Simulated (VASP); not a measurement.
# InSb (F-43m) in VASP: a series of runs

InSb is run at these levels: PBE; tasks: single point.

Program: VASP 6.6.1. These are calculated values, not measurements. Logs are shortened: lines on timing, memory, paths and dates and some standing lists are left out, and cuts for length are marked.

### Step 1. The cell of the first run

It takes space group F-43m (No. 216, cubic). The conventional cell has a = 6.478 Å, b = 6.478 Å, c = 6.478 Å, α = 90.00°, β = 90.00°, γ = 90.00°. Within 3.7 Å of In (site symmetry -43m) lie 4 Sb at 2.81 Å. Sb (site symmetry -43m) has 4 In at 2.81 Å within 3.7 Å.

### Step 2. Single point, PBE, non-collinear spin, zero start, spin-orbit coupling

Contents of INCAR:

```
SYSTEM = InSb
  ALGO = Normal
  EDIFF = 1E-6
  ENCUT = 520
  GGA = PE
  GGA_COMPAT = .FALSE.
  ISIF = 2
  ISMEAR = -1
  LASPH = .TRUE.
  LCHARG = .FALSE.
  LORBIT = 11
  LORBMOM = .TRUE.
  LREAL = .FALSE.
  LSORBIT = .TRUE.
  LWAVE = .FALSE.
  MAGMOM = 0 0 0 0 0 0
  NBANDS = 30
  NELM = 150
  PREC = Accurate
  SIGMA = 0.03
```

Contents of KPOINTS:

```
k-points
0
G
  10 10 10
  0 0 0
```

Contents of POSCAR:

```
InSb
1.0
    0.0000000000      3.2391000000      3.2391000000
    3.2391000000      0.0000000000      3.2391000000
    3.2391000000      3.2391000000      0.0000000000
In Sb
1 1
Direct
    0.0000000000      0.0000000000      0.0000000000
    0.7500000000      0.7500000000      0.7500000000
```

Potentials or basis: VASP PAW PBE potentials, release 64 (In_d, Sb).

The run is started by

```bash
cat potpaw_PBE.64/In_d/POTCAR potpaw_PBE.64/Sb/POTCAR > POTCAR
mpirun -np 1 vasp_ncl > vasp.out
```

OUTCAR:

```text
SYSTEM = InSb
   EDIFF = 1E-6
   ENCUT = 520
   GGA = PE
   ISIF = 2
   ISMEAR = -1
   LASPH = .TRUE.
   LORBIT = 11
   LREAL = .FALSE.
   LSORBIT = .TRUE.
   NELM = 150
   PREC = Accurate

 ion  position               nearest neighbor table
   1  0.000  0.000  0.000-   2 2.81   2 2.81   2 2.81   2 2.81
   2  0.750  0.750  0.750-   1 2.81   1 2.81   1 2.81   1 2.81

  LATTYP: Found a face centered cubic cell.
 ALAT       =     6.4782000000

  Lattice vectors:

 A1 = (   0.0000000000,   3.2391000000,   3.2391000000)
 A2 = (   3.2391000000,   0.0000000000,   3.2391000000)
 A3 = (   3.2391000000,   3.2391000000,   0.0000000000)

Analysis of symmetry for initial positions (statically):
=====================================================================
 Subroutine PRICEL returns:
 Original cell was already a primitive cell.

 Routine SETGRP: Setting up the symmetry group for a
 face centered cubic supercell.

 Subroutine GETGRP returns: Found 24 space group operations
 (whereof 24 operations were pure point group operations)
 out of a pool of 48 trial point group operations.

The static configuration has the point symmetry T_d .

Analysis of symmetry for dynamics (positions and initial velocities):
=====================================================================
 Subroutine PRICEL returns:
 Original cell was already a primitive cell.

 Routine SETGRP: Setting up the symmetry group for a
 face centered cubic supercell.

 Subroutine GETGRP returns: Found 24 space group operations
 (whereof 24 operations were pure point group operations)
 out of a pool of 48 trial point group operations.

The dynamic configuration has the point symmetry T_d .

Analysis of structural, dynamic, and magnetic symmetry:
=====================================================================
 Subroutine PRICEL returns:
 Original cell was already a primitive cell.

 Routine SETGRP: Setting up the symmetry group for a
 face centered cubic supercell.

 Subroutine GETGRP returns: Found 24 space group operations
 (whereof 24 operations were pure point group operations)
 out of a pool of 48 trial point group operations.

The overall configuration has the point symmetry T_d .

 Subroutine INISYM returns: Found 24 space group operations
 (whereof 24 operations are pure point group operations),
 and found     1 'primitive' translations

----------------------------------------------------------------------------------------

                                     Primitive cell

  volume of cell :      67.9678

  direct lattice vectors                    reciprocal lattice vectors
     0.000000000  3.239100000  3.239100000    -0.154363867  0.154363867  0.154363867
     3.239100000  0.000000000  3.239100000     0.154363867 -0.154363867  0.154363867
     3.239100000  3.239100000  0.000000000     0.154363867  0.154363867 -0.154363867

  length of vectors
     4.580779150  4.580779150  4.580779150     0.267366060  0.267366060  0.267366060

  position of ions in fractional coordinates (direct lattice)
     0.000000000  0.000000000  0.000000000
     0.750000000  0.750000000  0.750000000

  ion indices of the primitive-cell ions
   primitive index   ion index
                 1           1
                 2           2

----------------------------------------------------------------------------------------

 KPOINTS: k-points

Automatic generation of k-mesh.
 Grid dimensions read from file:
 generate k-points for:   10   10   10

 Generating k-lattice:

  Cartesian coordinates                     Fractional coordinates (reciprocal lattice)
    -0.015436387  0.015436387  0.015436387     0.100000000  0.000000000  0.000000000
     0.015436387 -0.015436387  0.015436387     0.000000000  0.100000000  0.000000000
     0.015436387  0.015436387 -0.015436387     0.000000000  0.000000000  0.100000000

[... 97 lines left out ...]
 number of electron      17.9999993 magnetization       0.0000000     -0.0000000     -0.0000000

 number of electron      17.9999993 magnetization       0.0000000      0.0000000      0.0000000

 Free energy of the ion-electron system (eV)
  ---------------------------------------------------
  ext. energy  EPLUGINS =         0.00000000
  ---------------------------------------------------
  free energy    TOTEN  =        -7.00738719 eV

  energy without entropy =       -7.00728402  energy(sigma->0) =       -7.00733561

 E-fermi :   5.3495     XC(G=0):  -8.6862

 val. band max:        5.3462022473   @ k =   0.0000   0.0000   0.0000
 cond. band min:       5.6460373889   @ k =   0.5000   0.0000   0.0000
 fundamental gap:      0.2998351416
 Fermi energy:         5.3495418795

 k-point     1 :       0.0000    0.0000    0.0000
  band No.  band energies     occupation
      1      -9.9702      1.00000
      2      -9.9702      1.00000
      3      -9.9702      1.00000
      4      -9.9702      1.00000
      5      -9.1617      1.00000
      6      -9.1617      1.00000
[... 781 lines left out ...]
     29      12.3619      0.00000
     30      12.4001      0.00000

 [... further k-points ...]

------------------------ aborting loop because EDIFF is reached ----------------------------------------

  FORCE on cell =-STRESS in cart. coord.  units (eV):
  Direction    XX          YY          ZZ          XY          YZ          ZX
  --------------------------------------------------------------------------------------
  -------------------------------------------------------------------------------------
  Total        1.3341325      1.3341325      1.3341325     -0.0000000      0.0000000     -0.0000000
  in kB       31.4489749     31.4489749     31.4489749     -0.0000000      0.0000000     -0.0000000
  external PRESSURE =      31.4489749 kB  Pullay stress =       0.0000000 kB

 VOLUME and BASIS-vectors are now :
 -----------------------------------------------------------------------------
  energy-cutoff  :      520.00
  volume of cell :       67.97
      direct lattice vectors                 reciprocal lattice vectors
     0.000000000  3.239100000  3.239100000    -0.154363867  0.154363867  0.154363867
     3.239100000  0.000000000  3.239100000     0.154363867 -0.154363867  0.154363867
     3.239100000  3.239100000  0.000000000     0.154363867  0.154363867 -0.154363867

 POSITION                                       TOTAL-FORCE (eV/Angst)
 -----------------------------------------------------------------------------------
      0.00000      0.00000      0.00000         0.000000     -0.000000     -0.000000
      4.85865      4.85865      4.85865        -0.000000      0.000000      0.000000
 -----------------------------------------------------------------------------------
    total drift:                               -0.000000     -0.000000     -0.000000

  FREE ENERGIE OF THE ION-ELECTRON SYSTEM (eV)
  ---------------------------------------------------
  free  energy   TOTEN  =        -7.0073871946 eV

  energy  without entropy=       -7.0072840156  energy(sigma->0) =       -7.00733561

 orbital moment (x)

 # of ion     p       d       tot
 ----------------------------------------
  1         0.000   0.000   0.000
  2        -0.000   0.000  -0.000
 ----------------------------------------
           -0.000   0.000  -0.000

 orbital moment (y)

 # of ion     p       d       tot
 ----------------------------------------
  1         0.000   0.000   0.000
  2         0.000   0.000   0.000
 ----------------------------------------
            0.000   0.000   0.000

 orbital moment (z)

 # of ion     p       d       tot
 ----------------------------------------
  1         0.000  -0.000  -0.000
  2         0.000  -0.000  -0.000
 ----------------------------------------
            0.000  -0.000  -0.000

 Spin-Orbit-Coupling matrix elements

 Ion:    1  E_soc:     -0.0760938
 l=   1
     0.0000000    -0.0062873    -0.0062873
    -0.0062873     0.0000000    -0.0062873
    -0.0062873    -0.0062873     0.0000000
 l=   2
     0.0000000    -0.0012673     0.0000000    -0.0012673    -0.0051277
    -0.0012673     0.0000000    -0.0038458    -0.0012673    -0.0012819
     0.0000000    -0.0038458     0.0000000    -0.0038458     0.0000000
    -0.0012673    -0.0012673    -0.0038458     0.0000000    -0.0012819
    -0.0051277    -0.0012819     0.0000000    -0.0012819     0.0000000
 l=   3
     0.0000000     0.0000000     0.0000000     0.0000000     0.0000000     0.0000000     0.0000000
     0.0000000     0.0000000     0.0000000     0.0000000     0.0000000     0.0000000     0.0000000
     0.0000000     0.0000000     0.0000000     0.0000000     0.0000000     0.0000000     0.0000000
     0.0000000     0.0000000     0.0000000     0.0000000     0.0000000     0.0000000     0.0000000
     0.0000000     0.0000000     0.0000000     0.0000000     0.0000000     0.0000000     0.0000000
     0.0000000     0.0000000     0.0000000     0.0000000     0.0000000     0.0000000     0.0000000
     0.0000000     0.0000000     0.0000000     0.0000000     0.0000000     0.0000000     0.0000000

 Ion:    2  E_soc:     -0.1292856
 l=   1
     0.0000000    -0.0214574    -0.0214574
    -0.0214574     0.0000000    -0.0214574
    -0.0214574    -0.0214574     0.0000000
 l=   2
     0.0000000    -0.0000334     0.0000000    -0.0000334    -0.0000568
    -0.0000334     0.0000000    -0.0000426    -0.0000334    -0.0000142
     0.0000000    -0.0000426     0.0000000    -0.0000426     0.0000000
    -0.0000334    -0.0000334    -0.0000426     0.0000000    -0.0000142
    -0.0000568    -0.0000142     0.0000000    -0.0000142     0.0000000
 l=   3
     0.0000000     0.0000000     0.0000000     0.0000000     0.0000000     0.0000000     0.0000000
     0.0000000     0.0000000     0.0000000     0.0000000     0.0000000     0.0000000     0.0000000
     0.0000000     0.0000000     0.0000000     0.0000000     0.0000000     0.0000000     0.0000000
     0.0000000     0.0000000     0.0000000     0.0000000     0.0000000     0.0000000     0.0000000
     0.0000000     0.0000000     0.0000000     0.0000000     0.0000000     0.0000000     0.0000000
     0.0000000     0.0000000     0.0000000     0.0000000     0.0000000     0.0000000     0.0000000
     0.0000000     0.0000000     0.0000000     0.0000000     0.0000000     0.0000000     0.0000000

 total charge

# of ion       s       p       d       tot
------------------------------------------
    1        0.873   0.718   9.865  11.455
    2        1.135   1.341   0.020   2.496
--------------------------------------------------
tot          2.008   2.058   9.885  13.952

 magnetization (x)

# of ion       s       p       d       tot
------------------------------------------
    1        0.000   0.000   0.000   0.000
    2        0.000  -0.000  -0.000  -0.000
--------------------------------------------------
tot          0.000   0.000  -0.000   0.000

 magnetization (y)

# of ion       s       p       d       tot
------------------------------------------
    1        0.000   0.000   0.000   0.000
    2        0.000   0.000   0.000   0.000
--------------------------------------------------
tot          0.000   0.000   0.000   0.000

 magnetization (z)

# of ion       s       p       d       tot
------------------------------------------
    1       -0.000  -0.000  -0.000  -0.000
    2       -0.000  -0.000  -0.000  -0.000
--------------------------------------------------
tot         -0.000  -0.000  -0.000  -0.000
```

It took 2.6 min on 1 thread of Intel Xeon 6975P-C (Granite Rapids), shared host; peak memory 0.52 GiB.

What came out:

| Quantity | Value |
| --- | --- |
| Free energy | -7.0074 eV |
| Pressure | 3.1 GPa |
| Net moment | 0.00 μB per cell |
| Valence electrons inside the program's atomic spheres | In 11.46; Sb 2.50 |

Moments on the atoms (μB; x, y, z):
```
In  0.00 0.00 0.00
Sb  0.00 0.00 0.00
```

Caveat: the cell stands under pressure.

### Step 3. Single point, PBE (31.94 Å³/atom)

This run uses another cell than the first one, of 31.94 Å³/atom.

Contents of INCAR:

```
SYSTEM = InSb
  PREC = Accurate
  ENCUT = 520
  EDIFF = 1E-6
  ISMEAR = -1
  SIGMA = 0.03
  LREAL = .False.
  LASPH = .True.
  NELM = 60
  ALGO = Normal
  ISIF = 2
  LWAVE = .False.
  LCHARG = .True.
  GGA = PE
  LELF = .True.
  LVHAR = .True.
  NBANDS = 16
```

Contents of KPOINTS:

```
regular mesh
0
Gamma
  10 10 10
  0 0 0
```

Contents of POSCAR:

```
InSb
1.0
    0.0000000000      3.1729773647      3.1729773647
    3.1729773647      0.0000000000      3.1729773647
    3.1729773647      3.1729773647      0.0000000000
In Sb
1 1
Direct
    0.0000000000      0.0000000000      0.0000000000
    0.7500000000      0.7500000000      0.7500000000
```

Potentials or basis: VASP PAW PBE potentials, release 64 (In_d, Sb).

The run is started by

```bash
cat potpaw_PBE.64/In_d/POTCAR potpaw_PBE.64/Sb/POTCAR > POTCAR
mpirun -np 1 vasp_std > vasp.out
```

It took 49 s on 1 thread of Intel Xeon 8259CL, shared host; peak memory 0.23 GiB.

The run converged. Its results:

| Property | Result |
| --- | --- |
| Free energy | -6.7820 eV |
| Pressure | 6.7 GPa |
| Band gap on the k mesh | 0.17 eV |

Levels at points of the mesh, in eV from the valence-band top:
```tsv
k point	band 7	band 8	band 9	band 10	band 11	band 12
(0.00, 0.00, 0.00)	0.00	0.00	0.00	0.17	2.94	2.94
(0.50, 0.00, 0.00)	-5.93	-1.11	-1.11	0.65	3.81	3.81
(0.50, 0.50, 0.00)	-6.20	-2.48	-2.48	1.23	1.28	8.53
```

Caveat: the cell stands under pressure; spin-orbit coupling is left out, which moves the levels of the heavy elements. A k mesh can miss the band edges.

### Step 4. Single point, PBE (33.30 Å³/atom)

This run uses another cell than the first one, of 33.30 Å³/atom.

Contents of INCAR:

```
  ALGO = Normal
  EDIFF = 1E-7
  ENCUT = 520
  GGA = PE
  ISIF = 2
  ISMEAR = -1
  LASPH = True
  LCHARG = False
  LREAL = False
  LWAVE = False
  NBANDS = 16
  NELM = 60
  PREC = Accurate
  SIGMA = 0.03
```

Contents of KPOINTS:

```
k-points
0
Gamma
  10 10 10
```

Contents of POSCAR:

```
InSb
1.0
    0.0000000000      3.2173604188      3.2173604188
    3.2173604188      0.0000000000      3.2173604188
    3.2173604188      3.2173604188      0.0000000000
In Sb
1 1
Direct
    0.0000000000      0.0000000000      0.0000000000
    0.7500000000      0.7500000000      0.7500000000
```

The run is started by

```bash
cat potpaw_PBE.64/In_d/POTCAR potpaw_PBE.64/Sb/POTCAR > POTCAR
mpirun -np 1 vasp_std > vasp.out
```

Run time: 53 s. Hardware: 1 thread of Intel Xeon 8259CL, shared host; peak memory 0.23 GiB.

Results (log left out):

| Quantity | Value |
| --- | --- |
| Free energy | -6.8746 eV |
| Pressure | 4.2 GPa |
| Band gap on the k mesh | zero (filled and empty bands touch) |

Levels at points of the mesh, in eV from the Fermi level:
```csv
k point,band 7,band 8,band 9,band 10,band 11,band 12
"(0.00, 0.00, 0.00)",-0.10,-0.03,-0.03,-0.03,2.93,2.93
"(0.50, 0.00, 0.00)",-5.74,-1.06,-1.06,0.55,3.79,3.79
"(0.50, 0.50, 0.00)",-6.03,-2.36,-2.36,1.28,1.29,8.25
```

Caveat: the cell stands under pressure; semilocal functionals underestimate gaps, so a narrow gap can read as zero; spin-orbit coupling is left out, which moves the levels of the heavy elements.

### Step 5. Single point, PBE (34.32 Å³/atom)

This run uses another cell than the first one, of 34.32 Å³/atom.

Contents of INCAR:

```
PREC = Accurate
ENCUT = 520
EDIFF = 1E-7
ISMEAR = -1
SIGMA = 0.03
LREAL = False
LASPH = True
NELM = 80
ALGO = Normal
ISIF = 2
LWAVE = False
LCHARG = False
GGA = PE
NBANDS = 16
```

Contents of KPOINTS:

```
regular mesh
0
Gamma
  10 10 10
```

Contents of POSCAR:

```
InSb
1.0
    0.0000000000      3.2498612086      3.2498612086
    3.2498612086      0.0000000000      3.2498612086
    3.2498612086      3.2498612086      0.0000000000
In Sb
1 1
Direct
    0.0000000000      0.0000000000      0.0000000000
    0.7500000000      0.7500000000      0.7500000000
```

The run is started by

```bash
cat potpaw_PBE.64/In_d/POTCAR potpaw_PBE.64/Sb/POTCAR > POTCAR
mpirun -np 1 vasp_std > vasp.out
```

Run time: 57 s. Hardware: 1 thread of Intel Xeon 8259CL, shared host; peak memory 0.23 GiB.

It converged, with:

* Free energy: -6.9181 eV
* Pressure: 2.6 GPa
* Band gap on the k mesh: zero (filled and empty bands touch)

Levels at points of the mesh, in eV from the Fermi level:
```csv
k point,band 6,band 7,band 8,band 9,band 10,band 11,band 12,band 13
"(0.00, 0.00, 0.00)",-10.68,-0.27,-0.03,-0.03,-0.03,2.94,2.94,2.94
"(0.50, 0.00, 0.00)",-9.34,-5.60,-1.02,-1.02,0.50,3.79,3.79,6.08
"(0.50, 0.50, 0.00)",-8.74,-5.90,-2.26,-2.26,1.31,1.34,8.07,8.07
```

Caveat: semilocal functionals underestimate gaps, so a narrow gap can read as zero; spin-orbit coupling is left out, which moves the levels of the heavy elements.

### Step 6. The runs side by side

| spin | cell | gap on the mesh (eV) | pressure (GPa) |
| --- | --- | --- | --- |
| non-collinear, zero start, SOC | a = 4.581 Å, angles 60.0°, 2 atoms | - | 3.1 |
| off | a = 4.487 Å, angles 60.0°, 2 atoms | 0.17 | 6.7 |
| off | a = 4.550 Å, angles 60.0°, 2 atoms | none | 4.2 |
| off | a = 4.596 Å, angles 60.0°, 2 atoms | none | 2.6 |

Alike in all rows: task single point; level PBE; potentials or basis VASP PAW PBE potentials, release 64 (In_d, Sb); k mesh 10 × 10 × 10; cutoff (eV) 520; smearing fermi-dirac 0.03 eV.

Caveats: the cell stands under pressure (at least some runs); spin-orbit coupling is left out, which moves the levels of the heavy elements (at least some runs); semilocal functionals underestimate gaps, so a narrow gap can read as zero (at least some runs).

Total energies depend on the potentials used, so only differences within one code and one set of settings carry meaning.
